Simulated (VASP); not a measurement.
# Sb in VASP: a series of runs, part 2 of 2

VASP 6.6.1. Earlier steps stand in the parts before.

**4. Electric field gradients, LDA (equal xy, yz and zx shear strains of +2 %)**

INCAR reads:

```
SYSTEM = Sb
  PREC = Accurate
  ENCUT = 520
  EDIFF = 1E-8
  ISMEAR = -1
  SIGMA = 0.03
  LREAL = .FALSE.
  LASPH = .TRUE.
  NELM = 100
  ALGO = Normal
  ISIF = 2
  LWAVE = .FALSE.
  LCHARG = .FALSE.
  GGA = CA
  LEFG = .TRUE.
  NBANDS = 12
```

KPOINTS reads:

```
regular mesh
0
G
  12 12 12
  0 0 0
```

POSCAR reads:

```
Sb
1.0
    2.2004568288      1.3005956839      3.7779225001
   -2.1007438352      1.2575836773      3.7349104935
    0.0126070064     -2.4458593611      3.7191670064
Sb
2
Direct
    0.2336400000      0.2336400000      0.2336400000
    0.7663600000      0.7663600000      0.7663600000
```

Potentials or basis: VASP PAW LDA potentials, release 64 (Sb).

The run is started by

```
cat potpaw_LDA.64/Sb/POTCAR > POTCAR
mpirun -np 1 vasp_std > vasp.out
```

OUTCAR:

```text
SYSTEM = Sb
   PREC = Accurate
   ENCUT = 520
   EDIFF = 1E-8
   ISMEAR = -1
   LREAL = .FALSE.
   LASPH = .TRUE.
   NELM = 100
   ISIF = 2
   GGA = CA

 ion  position               nearest neighbor table
   1  0.234  0.234  0.234-   2 2.89   2 2.89   2 2.93   2 3.31   2 3.34   2 3.38
   2  0.766  0.766  0.766-   1 2.89   1 2.89   1 2.93   1 3.31   1 3.34   1 3.38

  LATTYP: Found a triclinic cell.
 ALAT       =     4.2640344717
 B/A-ratio  =     1.0088170701
 C/A-ratio  =     1.0439311100
 COS(alpha) =     0.0056920939
 COS(beta)  =     0.4755446219
 COS(gamma) =     0.4868514562

  Lattice vectors:

 A1 = (   2.1133508416,  -3.7034430384,  -0.0157434871)
 A2 = (   4.3012006640,   0.0430120066,   0.0430120066)
 A3 = (   0.0126070064,  -2.4458593611,   3.7191670064)

Analysis of symmetry for initial positions (statically):
=====================================================================
 Subroutine PRICEL returns:
 Original cell was already a primitive cell.

 Routine SETGRP: Setting up the symmetry group for a
 triclinic supercell.

 Subroutine GETGRP returns: Found  2 space group operations
 (whereof  2 operations were pure point group operations)
 out of a pool of  2 trial point group operations.

The static configuration has the point symmetry S_2 .

Analysis of symmetry for dynamics (positions and initial velocities):
=====================================================================
 Subroutine PRICEL returns:
 Original cell was already a primitive cell.

 Routine SETGRP: Setting up the symmetry group for a
 triclinic supercell.

 Subroutine GETGRP returns: Found  2 space group operations
 (whereof  2 operations were pure point group operations)
 out of a pool of  2 trial point group operations.

The dynamic configuration has the point symmetry S_2 .

 Subroutine INISYM returns: Found  2 space group operations
 (whereof  2 operations are pure point group operations),
 and found     1 'primitive' translations

----------------------------------------------------------------------------------------

                                     Primitive cell

  volume of cell :      59.9676

  direct lattice vectors                    reciprocal lattice vectors
     2.200456829  1.300595684  3.777922500     0.230328323  0.131072568  0.085417330
    -2.100743835  1.257583677  3.734910494    -0.234750216  0.135677306  0.090022068
     0.012607006 -2.445859361  3.719167006     0.001776874 -0.269394892  0.091707519

  length of vectors
     4.561387706  4.465892717  4.451358239     0.278437200  0.285692086  0.284582210

  position of ions in fractional coordinates (direct lattice)
     0.233640000  0.233640000  0.233640000
     0.766360000  0.766360000  0.766360000

  ion indices of the primitive-cell ions
   primitive index   ion index
                 1           1
                 2           2

[... 87 lines left out ...]
   EFERMI_NEDOS =   21; number of points for ismear=-14 and -15
   IALGO  =     38    algorithm
   IMIX   =      4    mixing-type and parameters
     AMIX     =   0.40;   BMIX     =  1.00
     AMIX_MAG =   1.60;   BMIX_MAG =  1.00
  volume/ion in A,a.u.               =      29.98       202.34
  Fermi-wavevector in a.u.,A,eV,Ry     =   0.901092  1.702818 11.047490  0.811968
  Thomas-Fermi vector in A             =   2.024131
   LORBIT       =      0    0 simple, 1 ext, 2 COOP (PROOUT), +10 PAW based schemes
   GGA     = CA    functional components
   LHFCALC =     F    Hartree Fock is set to
   AEXX    =    0.0000 exact exchange contribution
   IVDW    =     0    specifies the selected vdW correction
   LEPSILON=     F    determine dielectric tensor
   LRPA    =     F    only Hartree local field effects (RPA)
 non-spin polarized calculation
  energy-cutoff  :      520.00
  volume of cell :       59.97
 maximum number of plane-waves:      1631
 NGX is ok and might be reduce to    36
   NGX = 17   NGY = 17   NGZ = 17

 number of electron      10.0000000 magnetization

 Free energy of the ion-electron system (eV)
  ---------------------------------------------------
  ext. energy  EPLUGINS =         0.00000000
  ---------------------------------------------------
  free energy    TOTEN  =        -9.61283483 eV

  energy without entropy =       -9.61231738  energy(sigma->0) =       -9.61257610

 E-fermi :   7.1721     XC(G=0):  -9.7487

 val. band max:        7.1427174348   @ k =   0.4167   0.0833   0.0833
 cond. band min:       7.1806595940   @ k =   0.0833  -0.4167   0.1667
 fundamental gap:      0.0379421593
 Fermi energy:         7.1720957144

 k-point     1 :       0.0000    0.0000    0.0000
  band No.  band energies     occupation
      1      -5.5620      2.00000
      2       2.3777      2.00000
      3       5.1603      2.00000
      4       5.2465      2.00000
      5       5.6189      2.00000
      6       9.2721      0.00000
      7       9.7926      0.00000
      8      10.0535      0.00000
      9      12.1959      0.00000
     10      12.3988      0.00000
     11      12.5140      0.00000
     12      13.7689      0.00000
[... 331 lines left out ...]
 k-point    24 :       0.3333    0.1667    0.0000
  band No.  band energies     occupation
      1      -4.5427      2.00000
      2      -0.1776      2.00000
      3       4.1522      2.00000
      4       4.5111      2.00000
      5       5.5612      2.00000
      6       9.0188      0.00000
      7       9.7604      0.00000
      8      10.1749      0.00000
      9      11.1909      0.00000
     10      14.2151      0.00000
     11      14.6881      0.00000
     12      16.0608      0.00000

 [... further k-points ...]

------------------------ aborting loop because EDIFF is reached ----------------------------------------

  FORCE on cell =-STRESS in cart. coord.  units (eV):
  Direction    XX          YY          ZZ          XY          YZ          ZX
  --------------------------------------------------------------------------------------
  -------------------------------------------------------------------------------------
  Total        0.0680852     -0.3456368     -0.3150049     -0.0778788     -0.4388780     -0.2300510
  in kB        1.8190592     -9.2345162     -8.4161111     -2.0807200    -11.7256766     -6.1463628
  external PRESSURE =      -5.2771894 kB  Pullay stress =       0.0000000 kB

 VOLUME and BASIS-vectors are now :
 -----------------------------------------------------------------------------
  energy-cutoff  :      520.00
  volume of cell :       59.97
      direct lattice vectors                 reciprocal lattice vectors
     2.200456829  1.300595684  3.777922500     0.230328323  0.131072568  0.085417330
    -2.100743835  1.257583677  3.734910494    -0.234750216  0.135677306  0.090022068
     0.012607006 -2.445859361  3.719167006     0.001776874 -0.269394892  0.091707519

 POSITION                                       TOTAL-FORCE (eV/Angst)
 -----------------------------------------------------------------------------------
      0.02624      0.02624      2.62424        -0.059149     -0.095251      0.142249
      0.08608      0.08608      8.60776         0.059149      0.095251     -0.142249
 -----------------------------------------------------------------------------------
    total drift:                                0.000000     -0.000000      0.000000

  FREE ENERGIE OF THE ION-ELECTRON SYSTEM (eV)
  ---------------------------------------------------
  free  energy   TOTEN  =        -9.6128348255 eV

  energy  without entropy=       -9.6123173836  energy(sigma->0) =       -9.61257610

 Electric field gradients (V/A^2)
---------------------------------------------------------------------
 ion       V_xx      V_yy      V_zz      V_xy      V_xz      V_yz
---------------------------------------------------------------------
   1      15.489    26.791   -42.280     4.088     8.469    14.186
   2      15.489    26.791   -42.280     4.088     8.469    14.186
---------------------------------------------------------------------

 Electric field gradients after diagonalization (V/A^2)
 (convention: |V_zz| > |V_xx| > |V_yy|)
----------------------------------------------------------------------
 ion       V_xx      V_yy      V_zz     asymmetry (V_yy - V_xx)/ V_zz
----------------------------------------------------------------------
   1      31.659    14.346   -46.005       0.376
   2      31.659    14.346   -46.005       0.376
----------------------------------------------------------------------

           NMR quadrupolar parameters

 Cq : quadrupolar parameter    Cq=e*Q*V_zz/h
 eta: asymmetry parameters     (V_yy - V_xx)/ V_zz
 Q  : nuclear electric quadrupole moment in mb (millibarn)
----------------------------------------------------------------------
 ion       Cq(MHz)       eta       Q (mb)
----------------------------------------------------------------------
   1      -0.111       0.376       1.000
   2      -0.111       0.376       1.000
----------------------------------------------------------------------
```

OSZICAR:

```text
N       E                     dE             d eps       ncg     rms          rms(c)
DAV:   1     0.364510664335E+02    0.36451E+02   -0.35276E+03 20832   0.656E+02
DAV:   2    -0.752587667546E+01   -0.43977E+02   -0.42502E+02 28396   0.109E+02
DAV:   3    -0.962031999209E+01   -0.20944E+01   -0.20741E+01 25400   0.268E+01
DAV:   4    -0.963974208860E+01   -0.19422E-01   -0.19420E-01 24228   0.309E+00
DAV:   5    -0.963998535615E+01   -0.24327E-03   -0.24327E-03 25472   0.381E-01    0.318E+00
DAV:   6    -0.962246804734E+01    0.17517E-01   -0.42722E-03 24444   0.324E-01    0.189E+00
DAV:   7    -0.961282431965E+01    0.96437E-02   -0.90254E-03 23676   0.466E-01    0.556E-02
DAV:   8    -0.961283062014E+01   -0.63005E-05   -0.30002E-04 24368   0.112E-01    0.200E-02
DAV:   9    -0.961283506008E+01   -0.44399E-05   -0.19297E-05 25368   0.252E-02    0.788E-03
DAV:  10    -0.961283477354E+01    0.28654E-06   -0.18109E-06 24576   0.711E-03    0.120E-03
DAV:  11    -0.961283482630E+01   -0.52758E-07   -0.15999E-07 24820   0.244E-03    0.448E-04
DAV:  12    -0.961283482550E+01    0.80337E-09   -0.14347E-08 17092   0.603E-04
   1 F= -.96128348E+01 E0= -.96125761E+01  d E =-.517442E-03
```

It took 8.9 min on 1 thread of Intel Xeon Platinum 8259CL at 2.50GHz (Skylake/Cascade Lake), shared host; peak memory 0.6 GiB.

What came out:

```yaml
Free_energy: -9.6128 eV
Pressure: -0.5 GPa
Largest_force: 0.181 eV/Å
Band_gap_on_the_k_mesh: zero (bands 5 and 6 overlap by 0.45 eV)
Largest_electric_field_gradient_by_atom: Sb -46.0 V/Å²
```

Forces on the atoms (eV/Å):
```
Sb  -0.059 -0.095  0.142
Sb   0.059  0.095 -0.142
```

Stress tensor (GPa, compression positive):
```
 0.18 -0.21 -0.61
-0.21 -0.92 -1.17
-0.61 -1.17 -0.84
```

Electric field gradients, principal values (V/Å²):
| atom | least | middle | greatest (by size) |
| --- | --- | --- | --- |
| 1 Sb | 14.346 | 31.659 | -46.005 |
| 2 Sb | 14.346 | 31.659 | -46.005 |

Caveat: the cell differs from its parent crystal (equal xy, yz and zx shear strains of +2 %); without QUAD_EFG the Cq values of the log hold for a quadrupole moment of 1 mb, not for the nuclei; spin-orbit coupling is left out, which moves the levels of the heavy elements.

The gap in the log of VASP goes by the Fermi energy; the results here count the filled bands.